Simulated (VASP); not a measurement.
Wanted: the native input for a VASP 6.6.1 run.

* Task: electric field gradients
* Functional: PBE
* Potentials or basis: VASP PAW PBE potentials, release 64 (Hf_pv, N)
* Cutoff: 520 eV
* k mesh: 10 × 10 × 10
* Occupations: fermi-dirac, width 0.03 eV
* Spin: no spin polarisation
* Dipole correction: no
* Further INCAR settings: ALGO = Normal; EDIFF = 1e-08; NBANDS = 14

The structure of HfN lies in POSCAR:

```
HfN
1.0
    0.0000000000      2.2815900000      2.2590000000
    2.2815900000      0.0000000000      2.2590000000
    2.2815900000      2.2815900000      0.0000000000
Hf N
1 1
Direct
    0.0000000000      0.0000000000      0.0000000000
    0.5000000000      0.5000000000      0.5000000000
```

This cell differs from its parent crystal: equal xx and yy strain of +1 %.

The input as run:

INCAR

```
SYSTEM = HfN
PREC = Accurate
ENCUT = 520
EDIFF = 1E-8
ISMEAR = -1
SIGMA = 0.03
LREAL = .False.
LASPH = .True.
NELM = 80
ALGO = Normal
ISIF = 2
LWAVE = .False.
LCHARG = .False.
GGA = PE
LEFG = .True.
NBANDS = 14
```

KPOINTS

```
Automatic mesh
0
Gamma
  10 10 10
  0 0 0
```

Potentials or basis: VASP PAW PBE potentials, release 64 (Hf_pv, N).

Command:

```sh
$ cat potpaw_PBE.64/Hf_pv/POTCAR potpaw_PBE.64/N/POTCAR > POTCAR
$ mpirun -np 1 vasp_std > vasp.out
```

It gave:

* Pressure: -2.3 GPa

Caveat: the cell differs from its parent crystal (equal xx and yy strain of +1 %); without QUAD_EFG the Cq values of the log hold for a quadrupole moment of 1 mb, not for the nuclei.

Run time: 12 s on 1 thread of Intel(R) Xeon(R) 6975P-C (Granite Rapids), with other jobs on the host, peak memory 0.16 GiB.
